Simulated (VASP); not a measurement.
# HgTe (F-43m) in VASP: a series of runs

HgTe is run at these levels: PBE; tasks: single point.

Everything below comes from runs of VASP 6.6.1. Logs are shortened: lines on timing, memory, paths and dates and some standing lists are left out, and cuts for length are marked.

## (1) The cell of the first run

It takes space group F-43m (No. 216, cubic). The conventional cell has a = 6.429 Å, b = 6.429 Å, c = 6.429 Å, α = 90.00°, β = 90.00°, γ = 90.00°. Hg (site symmetry -43m) has 4 Te at 2.78 Å within 3.7 Å. Te (site symmetry -43m) has 4 Hg at 2.78 Å within 3.7 Å.

## (2) Single point, PBE

Contents of INCAR:

```
PREC = Accurate ; ENCUT = 500
EDIFF = 1E-6 ; ISMEAR = 0
SIGMA = 0.1 ; LREAL = False
LASPH = True ; NELM = 120
ALGO = Normal ; ISIF = 2
LWAVE = False ; LCHARG = True
GGA = PE ; LELF = True
LVHAR = True ; NBANDS = 16
GGA_COMPAT = False
```

Contents of KPOINTS:

```
regular mesh
0
Gamma
  10 10 10
```

Contents of POSCAR:

```
HgTe
1.0
    0.0000000000      3.2145000000      3.2145000000
    3.2145000000      0.0000000000      3.2145000000
    3.2145000000      3.2145000000      0.0000000000
Hg Te
1 1
Direct
    0.0000000000      0.0000000000      0.0000000000
    0.2500000000      0.2500000000      0.2500000000
```

Potentials or basis: VASP PAW PBE potentials, release 64 (Hg, Te).

Launch:

```bash
$ cat potpaw_PBE.64/Hg/POTCAR potpaw_PBE.64/Te/POTCAR > POTCAR
$ mpirun -np 1 vasp_std > vasp.out
```

OUTCAR:

```text
PREC = Accurate
   ENCUT = 500
   EDIFF = 1E-6
   ISMEAR = 0
   LREAL = False
   LASPH = True
   NELM = 120
   ISIF = 2
   GGA = PE

 ion  position               nearest neighbor table
   1  0.000  0.000  0.000-   2 2.78   2 2.78   2 2.78   2 2.78
   2  0.250  0.250  0.250-   1 2.78   1 2.78   1 2.78   1 2.78

  LATTYP: Found a face centered cubic cell.
 ALAT       =     6.4290000000

  Lattice vectors:

 A1 = (   0.0000000000,   3.2145000000,   3.2145000000)
 A2 = (   3.2145000000,   0.0000000000,   3.2145000000)
 A3 = (   3.2145000000,   3.2145000000,   0.0000000000)

Analysis of symmetry for initial positions (statically):
=====================================================================
 Subroutine PRICEL returns:
 Original cell was already a primitive cell.

 Routine SETGRP: Setting up the symmetry group for a
 face centered cubic supercell.

 Subroutine GETGRP returns: Found 24 space group operations
 (whereof 24 operations were pure point group operations)
 out of a pool of 48 trial point group operations.

The static configuration has the point symmetry T_d .

Analysis of symmetry for dynamics (positions and initial velocities):
=====================================================================
 Subroutine PRICEL returns:
 Original cell was already a primitive cell.

 Routine SETGRP: Setting up the symmetry group for a
 face centered cubic supercell.

 Subroutine GETGRP returns: Found 24 space group operations
 (whereof 24 operations were pure point group operations)
 out of a pool of 48 trial point group operations.

The dynamic configuration has the point symmetry T_d .

 Subroutine INISYM returns: Found 24 space group operations
 (whereof 24 operations are pure point group operations),
 and found     1 'primitive' translations

----------------------------------------------------------------------------------------

                                     Primitive cell

  volume of cell :      66.4309

  direct lattice vectors                    reciprocal lattice vectors
     0.000000000  3.214500000  3.214500000    -0.155545186  0.155545186  0.155545186
     3.214500000  0.000000000  3.214500000     0.155545186 -0.155545186  0.155545186
     3.214500000  3.214500000  0.000000000     0.155545186  0.155545186 -0.155545186

  length of vectors
     4.545989496  4.545989496  4.545989496     0.269412165  0.269412165  0.269412165

  position of ions in fractional coordinates (direct lattice)
     0.000000000  0.000000000  0.000000000
     0.250000000  0.250000000  0.250000000

  ion indices of the primitive-cell ions
   primitive index   ion index
                 1           1
                 2           2

----------------------------------------------------------------------------------------

 KPOINTS: regular mesh

Automatic generation of k-mesh.
 Grid dimensions read from file:
 generate k-points for:   10   10   10

 Generating k-lattice:

  Cartesian coordinates                     Fractional coordinates (reciprocal lattice)
    -0.015554519  0.015554519  0.015554519     0.100000000  0.000000000  0.000000000
     0.015554519 -0.015554519  0.015554519     0.000000000  0.100000000  0.000000000
     0.015554519  0.015554519 -0.015554519     0.000000000  0.000000000  0.100000000

  Length of vectors
     0.026941216  0.026941216  0.026941216

  Shift w.r.t. Gamma in fractional coordinates (k-lattice)
     0.000000000  0.000000000  0.000000000

 Subroutine IBZKPT returns following result:
 ===========================================

 Found     47 irreducible k-points:

 Following reciprocal coordinates:
            Coordinates               Weight
  0.000000  0.000000  0.000000      1.000000
  0.100000  0.000000  0.000000      8.000000
  0.200000  0.000000  0.000000      8.000000
  0.300000  0.000000  0.000000      8.000000
  0.400000  0.000000  0.000000      8.000000
  0.500000  0.000000  0.000000      4.000000
[... 16 lines left out ...]
  0.300000  0.300000  0.000000      6.000000
  0.400000  0.300000  0.000000     24.000000
 [... further k-points ...]
   k-points           NKPTS =     47   k-points in BZ     NKDIM =     47   number of bands    NBANDS=     16
   number of dos      NEDOS =    301   number of ions     NIONS =      2
   total plane-waves  NPLWV =  46656
   dimension x,y,z NGX =    36 NGY =   36 NGZ =   36
   dimension x,y,z NGXF=    72 NGYF=   72 NGZF=   72
   ions per type =               1   1
   NGX,Y,Z   is equivalent  to a cutoff of  13.17, 13.17, 13.17 a.u.
   NGXF,Y,Z  is equivalent  to a cutoff of  26.33, 26.33, 26.33 a.u.
 SYSTEM =  unknown system
   PREC   = accura    normal or accurate (medium, high low for compatibility)
   ISTART =      0    job   : 0-new  1-cont  2-samecut
   ICHARG =      2    charge: 1-file 2-atom 10-const
   ISPIN  =      1    spin polarized calculation?
   LNONCOLLINEAR =      F non collinear calculations
   LSORBIT =      F    spin-orbit coupling
   LASPH  =      T    aspherical Exc in radial PAW
   ENCUT  =  500.0 eV  36.75 Ry    6.06 a.u.   8.29  8.29  8.29*2*pi/ulx,y,z
   NELM   =    120;   NELMIN=  2; NELMDL= -5     # of ELM steps
   EDIFF  = 0.1E-05   stopping-criterion for ELM
   LREAL  =      F    real-space projection
   EDIFFG = 0.1E-04   stopping-criterion for IOM
   NSW    =      0    number of steps for IOM
   IBRION =     -1    ionic relax: 0-MD 1-quasi-New 2-CG
   NFREE  =      0    steps in history (QN), initial steepest desc. (CG)
   ISIF   =      2    stress and relaxation
   ISYM   =      2    0-nonsym 1-usesym 2-fastsym
   POTIM  = 0.5000    time-step for ionic-motion
   TEBEG  =    0.0;   TEEND  =   0.0 temperature during run
   PSTRESS=    0.0 pullay stress
   NELECT =      18.0000    total number of electrons
   NUPDOWN=      -1.0000    fix difference up-down
   EMIN   =  10.00;   EMAX   =-10.00  energy-range for DOS
   EFERMI =   0.00;   METHOD = LEGACY
   ISMEAR =     0;   SIGMA  =   0.10  broadening in eV -4-tet -1-fermi 0-gaus
   EFERMI_NEDOS =   21; number of points for ismear=-14 and -15
   IALGO  =     38    algorithm
   IMIX   =      4    mixing-type and parameters
     AMIX     =   0.40;   BMIX     =  1.00
     AMIX_MAG =   1.60;   BMIX_MAG =  1.00
  volume/ion in A,a.u.               =      33.22       224.15
  Fermi-wavevector in a.u.,A,eV,Ry     =   1.059357  2.001894 15.268958  1.122237
  Thomas-Fermi vector in A             =   2.194699
   LORBIT       =      0    0 simple, 1 ext, 2 COOP (PROOUT), +10 PAW based schemes
   GGA     = PE    functional components
   LHFCALC =     F    Hartree Fock is set to
   AEXX    =    0.0000 exact exchange contribution
   IVDW    =     0    specifies the selected vdW correction
   LEPSILON=     F    determine dielectric tensor
   LRPA    =     F    only Hartree local field effects (RPA)
 non-spin polarized calculation
 Gauss-broadening in eV      SIGMA  =   0.10
  energy-cutoff  :      500.00
  volume of cell :       66.43
 maximum number of plane-waves:      1705
 NGX is ok and might be reduce to    36
   NGX = 17   NGY = 17   NGZ = 17

 number of electron      18.0000000 magnetization

 Free energy of the ion-electron system (eV)
  ---------------------------------------------------
  ext. energy  EPLUGINS =         0.00000000
  ---------------------------------------------------
  free energy    TOTEN  =        -3.55665120 eV

  energy without entropy =       -3.55643866  energy(sigma->0) =       -3.55654493

 E-fermi :   3.3156     XC(G=0):  -8.8184

 val. band max:        3.2725104220   @ k =   0.0000   0.0000   0.0000
 cond. band min:       3.8328665714   @ k =   0.1000   0.0000   0.0000
 fundamental gap:      0.5603561494
 Fermi energy:         3.3156444078

 k-point     1 :       0.0000    0.0000    0.0000
  band No.  band energies     occupation
      1      -8.8342      2.00000
      2      -4.1789      2.00000
      3      -4.1789      2.00000
      4      -4.1789      2.00000
      5      -3.6288      2.00000
      6      -3.6288      2.00000
[... 8 lines left out ...]
     15      12.8480      0.00000
     16      12.8480      0.00000

 k-point     2 :       0.1000    0.0000    0.0000
  band No.  band energies     occupation
      1      -8.7826      2.00000
      2      -4.1643      2.00000
      3      -4.1643      2.00000
      4      -4.1616      2.00000
      5      -3.6305      2.00000
      6      -3.6305      2.00000
[... 8 lines left out ...]
     15      12.1605      0.00000
     16      12.1605      0.00000

 k-point     3 :       0.2000    0.0000    0.0000
  band No.  band energies     occupation
      1      -8.6427      2.00000
      2      -4.1279      2.00000
      3      -4.1279      2.00000
      4      -4.0907      2.00000
      5      -3.6319      2.00000
      6      -3.6319      2.00000
[... 8 lines left out ...]
     15      11.7636      0.00000
     16      11.7636      0.00000

 k-point     4 :       0.3000    0.0000    0.0000
  band No.  band energies     occupation
      1      -8.4601      2.00000
      2      -4.0876      2.00000
      3      -4.0876      2.00000
      4      -3.9170      2.00000
      5      -3.6262      2.00000
      6      -3.6262      2.00000
[... 8 lines left out ...]
     15      11.9582      0.00000
     16      11.9582      0.00000
[... 324 lines left out ...]
 k-point    22 :      -0.2000    0.2000    0.0000
  band No.  band energies     occupation
      1      -8.3966      2.00000
      2      -4.0668      2.00000
      3      -4.0489      2.00000
      4      -3.9063      2.00000
      5      -3.6529      2.00000
      6      -3.5917      2.00000
[... 8 lines left out ...]
     15      12.7607      0.00000
     16      13.0319      0.00000

 k-point    23 :       0.3000    0.3000    0.0000
  band No.  band energies     occupation
      1      -8.3309      2.00000
      2      -4.0723      2.00000
      3      -3.9640      2.00000
      4      -3.9640      2.00000
      5      -3.6297      2.00000
      6      -3.5865      2.00000
[... 8 lines left out ...]
     15      13.2466      0.00000
     16      14.3615      0.00000

 k-point    24 :       0.4000    0.3000    0.0000
  band No.  band energies     occupation
      1      -8.2056      2.00000
      2      -4.0282      2.00000
      3      -3.9185      2.00000
      4      -3.8912      2.00000
      5      -3.5804      2.00000
      6      -3.5312      2.00000
[... 8 lines left out ...]
     15      13.5247      0.00000
     16      14.7765      0.00000

 [... further k-points ...]

------------------------ aborting loop because EDIFF is reached ----------------------------------------

  FORCE on cell =-STRESS in cart. coord.  units (eV):
  Direction    XX          YY          ZZ          XY          YZ          ZX
  --------------------------------------------------------------------------------------
  -------------------------------------------------------------------------------------
  Total        1.9114471      1.9114471      1.9114471      0.0000000     -0.0000000      0.0000000
  in kB       46.1001753     46.1001753     46.1001753      0.0000000     -0.0000000      0.0000000
  external PRESSURE =      46.1001753 kB  Pullay stress =       0.0000000 kB

 VOLUME and BASIS-vectors are now :
 -----------------------------------------------------------------------------
  energy-cutoff  :      500.00
  volume of cell :       66.43
      direct lattice vectors                 reciprocal lattice vectors
     0.000000000  3.214500000  3.214500000    -0.155545186  0.155545186  0.155545186
     3.214500000  0.000000000  3.214500000     0.155545186 -0.155545186  0.155545186
     3.214500000  3.214500000  0.000000000     0.155545186  0.155545186 -0.155545186

 POSITION                                       TOTAL-FORCE (eV/Angst)
 -----------------------------------------------------------------------------------
      0.00000      0.00000      0.00000         0.000000      0.000000      0.000000
      1.60725      1.60725      1.60725        -0.000000     -0.000000     -0.000000
 -----------------------------------------------------------------------------------
    total drift:                                0.000000      0.000000     -0.000000

  FREE ENERGIE OF THE ION-ELECTRON SYSTEM (eV)
  ---------------------------------------------------
  free  energy   TOTEN  =        -3.5566511996 eV

  energy  without entropy=       -3.5564386646  energy(sigma->0) =       -3.55654493
```

Run time: 18 s. Hardware: 1 thread of Intel Xeon 6975P-C (Granite Rapids), shared host; peak memory 0.23 GiB.

Results:

| Quantity | Value |
| --- | --- |
| Free energy | -3.5567 eV |
| Pressure | 4.6 GPa |
| Band gap on the k mesh | zero (filled and empty bands touch) |

Levels at points of the mesh, in eV from the Fermi level:
```
           k point  band 7  band 8  band 9  band 10  band 11  band 12
(0.00, 0.00, 0.00)   -0.73   -0.04   -0.04    -0.04     4.16     4.16
(0.50, 0.00, 0.00)   -5.64   -1.06   -1.06     0.66     4.97     4.97
(0.50, 0.50, 0.00)   -5.57   -2.39   -2.39     1.85     2.40     8.24
```

Caveat: the cell stands under pressure; semilocal functionals underestimate gaps, so a narrow gap can read as zero; spin-orbit coupling is left out, which moves the levels of the heavy elements.

## (3) Single point, PBE

Contents of INCAR:

```
  PREC = Accurate
  ENCUT = 500
  EDIFF = 1E-6
  ISMEAR = 0
  SIGMA = 0.1
  LREAL = F
  LASPH = T
  NELM = 120
  ALGO = Normal
  ISIF = 2
  LWAVE = F
  LCHARG = T
  GGA = PE
  LELF = T
  LVHAR = T
  NBANDS = 16
  GGA_COMPAT = F
```

Contents of KPOINTS:

```
regular mesh
0
Gamma
  16 16 16
```

POSCAR is that of step 2.

Potentials or basis: VASP PAW PBE potentials, release 64 (Hg, Te).

Launch:

```bash
$ cat potpaw_PBE.64/Hg/POTCAR potpaw_PBE.64/Te/POTCAR > POTCAR
$ mpirun -np 1 vasp_std > vasp.out
```

OUTCAR:

```text
PREC = Accurate
   ENCUT = 500
   EDIFF = 1E-6
   ISMEAR = 0
   LREAL = F
   LASPH = T
   NELM = 120
   ISIF = 2
   GGA = PE

 ion  position               nearest neighbor table
   1  0.000  0.000  0.000-   2 2.78   2 2.78   2 2.78   2 2.78
   2  0.250  0.250  0.250-   1 2.78   1 2.78   1 2.78   1 2.78

  LATTYP: Found a face centered cubic cell.
 ALAT       =     6.4290000000

  Lattice vectors:

 A1 = (   0.0000000000,   3.2145000000,   3.2145000000)
 A2 = (   3.2145000000,   0.0000000000,   3.2145000000)
 A3 = (   3.2145000000,   3.2145000000,   0.0000000000)

Analysis of symmetry for initial positions (statically):
=====================================================================
 Subroutine PRICEL returns:
 Original cell was already a primitive cell.

 Routine SETGRP: Setting up the symmetry group for a
 face centered cubic supercell.

 Subroutine GETGRP returns: Found 24 space group operations
 (whereof 24 operations were pure point group operations)
 out of a pool of 48 trial point group operations.

The static configuration has the point symmetry T_d .

Analysis of symmetry for dynamics (positions and initial velocities):
=====================================================================
 Subroutine PRICEL returns:
 Original cell was already a primitive cell.

 Routine SETGRP: Setting up the symmetry group for a
 face centered cubic supercell.

 Subroutine GETGRP returns: Found 24 space group operations
 (whereof 24 operations were pure point group operations)
 out of a pool of 48 trial point group operations.

The dynamic configuration has the point symmetry T_d .

 Subroutine INISYM returns: Found 24 space group operations
 (whereof 24 operations are pure point group operations),
 and found     1 'primitive' translations

----------------------------------------------------------------------------------------

                                     Primitive cell

  volume of cell :      66.4309

[... 108 lines left out ...]
     AMIX_MAG =   1.60;   BMIX_MAG =  1.00
  volume/ion in A,a.u.               =      33.22       224.15
  Fermi-wavevector in a.u.,A,eV,Ry     =   1.059357  2.001894 15.268958  1.122237
  Thomas-Fermi vector in A             =   2.194699
   LORBIT       =      0    0 simple, 1 ext, 2 COOP (PROOUT), +10 PAW based schemes
   GGA     = PE    functional components
   LHFCALC =     F    Hartree Fock is set to
   AEXX    =    0.0000 exact exchange contribution
   IVDW    =     0    specifies the selected vdW correction
   LEPSILON=     F    determine dielectric tensor
   LRPA    =     F    only Hartree local field effects (RPA)
 non-spin polarized calculation
 Gauss-broadening in eV      SIGMA  =   0.10
  energy-cutoff  :      500.00
  volume of cell :       66.43
 maximum number of plane-waves:      1708
 NGX is ok and might be reduce to    36
   NGX = 17   NGY = 17   NGZ = 17

 number of electron      18.0000000 magnetization

 Free energy of the ion-electron system (eV)
  ---------------------------------------------------
  ext. energy  EPLUGINS =         0.00000000
  ---------------------------------------------------
  free energy    TOTEN  =        -3.55729252 eV

  energy without entropy =       -3.55721733  energy(sigma->0) =       -3.55725493

 E-fermi :   3.3587     XC(G=0):  -8.8186

 val. band max:        3.2720793194   @ k =   0.0000   0.0000   0.0000
 cond. band min:       3.5954107467   @ k =   0.0625   0.0000   0.0000
 fundamental gap:      0.3233314274
 Fermi energy:         3.3586825257

 k-point     1 :       0.0000    0.0000    0.0000
  band No.  band energies     occupation
      1      -8.8347      2.00000
      2      -4.1790      2.00000
      3      -4.1790      2.00000
      4      -4.1790      2.00000
      5      -3.6288      2.00000
      6      -3.6288      2.00000
[... 433 lines left out ...]
      3      -4.1648      2.00000
      4      -4.1572      2.00000
      5      -3.6340      2.00000
      6      -3.6271      2.00000
[... 8 lines left out ...]
     15      11.9305      0.00000
     16      12.2152      0.00000

 [... further k-points ...]

------------------------ aborting loop because EDIFF is reached ----------------------------------------

  FORCE on cell =-STRESS in cart. coord.  units (eV):
  Direction    XX          YY          ZZ          XY          YZ          ZX
  --------------------------------------------------------------------------------------
  -------------------------------------------------------------------------------------
  Total        1.9089739      1.9089739      1.9089739      0.0000000      0.0000000     -0.0000000
  in kB       46.0405270     46.0405270     46.0405270      0.0000000      0.0000000     -0.0000000
  external PRESSURE =      46.0405270 kB  Pullay stress =       0.0000000 kB

 VOLUME and BASIS-vectors are now :
 -----------------------------------------------------------------------------
  energy-cutoff  :      500.00
  volume of cell :       66.43
      direct lattice vectors                 reciprocal lattice vectors
     0.000000000  3.214500000  3.214500000    -0.155545186  0.155545186  0.155545186
     3.214500000  0.000000000  3.214500000     0.155545186 -0.155545186  0.155545186
     3.214500000  3.214500000  0.000000000     0.155545186  0.155545186 -0.155545186

 POSITION                                       TOTAL-FORCE (eV/Angst)
 -----------------------------------------------------------------------------------
      0.00000      0.00000      0.00000        -0.000000     -0.000000     -0.000000
      1.60725      1.60725      1.60725         0.000000      0.000000      0.000000
 -----------------------------------------------------------------------------------
    total drift:                                0.000000      0.000000     -0.000000

  FREE ENERGIE OF THE ION-ELECTRON SYSTEM (eV)
  ---------------------------------------------------
  free  energy   TOTEN  =        -3.5572925212 eV

  energy  without entropy=       -3.5572173294  energy(sigma->0) =       -3.55725493
```

stdout:

```text
POSCAR found type information on POSCAR HgTe
 POSCAR found :  2 types and       2 ions
 scaLAPACK will be used
 LDA part: xc-table for (Slater+PW92), standard interpolation
 POSCAR, INCAR and KPOINTS ok, starting setup
 FFT: planning ... GRIDC
 FFT: planning ... GRID_SOFT
 FFT: planning ... GRID
 WAVECAR not read
 entering main loop
```

It took 50 s on 1 thread of Intel Xeon 6975P-C (Granite Rapids), shared host; peak memory 0.31 GiB.

What came out:

| Item | Value |
| --- | --- |
| Free energy | -3.5573 eV |
| Pressure | 4.6 GPa |
| Band gap on the k mesh | zero (filled and empty bands touch) |

Caveat: the cell stands under pressure; semilocal functionals underestimate gaps, so a narrow gap can read as zero; spin-orbit coupling is left out, which moves the levels of the heavy elements.

(Continued in part 2 of 2.)
